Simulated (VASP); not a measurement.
Input of a VASP 6.6.1 run:

File INCAR:

```
PREC = Accurate ; ENCUT = 520
EDIFF = 1E-6 ; ISMEAR = -1
SIGMA = 0.05 ; LREAL = F
LASPH = T ; NELM = 80
ALGO = Normal ; ISIF = 2
LWAVE = F ; LCHARG = F
GGA = CA ; NBANDS = 17
```

Contents of KPOINTS:

```
regular mesh
0
Gamma
  10 10 6
```

Contents of POSCAR:

```
Pd
1.0
    2.6305327352      0.0000000000      0.0000000000
   -1.3152663676      2.2781081742      0.0000000000
    0.0000000000      0.0000000000      4.4108150545
Pd
2
Direct
    0.3333333333      0.6666666667      0.2500000000
    0.6666666667      0.3333333333      0.7500000000
```

Potentials or basis: VASP PAW LDA potentials, release 64 (Pd).

The run is started by

```bash
$ cat potpaw_LDA.64/Pd/POTCAR > POTCAR
$ mpirun -np 1 vasp_std > vasp.out
```

(1) What does it give for the band gap on the k mesh?

(2) What does it give for the pressure?

Results:

(1) zero (band 10 reaches 11.92 eV, above the bottom of band 11 at 10.80 eV).

(2) 20.4 GPa.
